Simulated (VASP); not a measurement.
A run of VASP 6.6.1:

File POSCAR:

```
Ru
1.0
    2.4914415084      0.0000000000      0.0000000000
    0.0000000000      2.4914415084      0.0000000000
    0.0000000000      0.0000000000      2.4914415084
Ru
1
Direct
    0.0000000000      0.0000000000      0.0000000000
```

File INCAR.step1:

```
SYSTEM = Ru
PREC = Accurate
ENCUT = 620
ISMEAR = -1
SIGMA = 0.1
LREAL = .FALSE.
LASPH = .TRUE.
NELM = 120
NBANDS = 14
GGA = PE
ALGO = Normal
EDIFF = 1E-5
LWAVE = .TRUE.
LCHARG = .FALSE.
GGA_COMPAT = .FALSE.
```

Contents of INCAR.step2:

```
SYSTEM = Ru
PREC = Accurate
ENCUT = 620
EDIFF = 1E-6
ISMEAR = -1
SIGMA = 0.1
LREAL = .FALSE.
LASPH = .TRUE.
NELM = 120
ALGO = Normal
ISIF = 2
LWAVE = .FALSE.
LCHARG = .TRUE.
METAGGA = R2SCAN
LMIXTAU = .TRUE.
LELF = .TRUE.
LVHAR = .TRUE.
NBANDS = 14
ISTART = 1
GGA_COMPAT = .FALSE.
```

Contents of KPOINTS:

```
Automatic mesh
0
G
  13 13 13
  0 0 0
```

Potentials or basis: VASP PAW PBE potentials, release 64 (Ru_sv).

Launch:

```console
$ cat potpaw_PBE.64/Ru_sv/POTCAR > POTCAR
$ cp INCAR.step1 INCAR
$ mpirun -np 1 vasp_std > vasp.out
$ cp INCAR.step2 INCAR
$ mpirun -np 1 vasp_std > vasp.out
```

Hardware: 1 thread of Intel(R) Xeon(R) 6975P-C (Granite Rapids) (shared host).

Problem. How long does it take, and how much memory?

Solution. Wall time 24 s on 1 thread of Intel(R) Xeon(R) 6975P-C (Granite Rapids), with other jobs on the host, peak memory 0.14 GiB. Counts: k points 84.
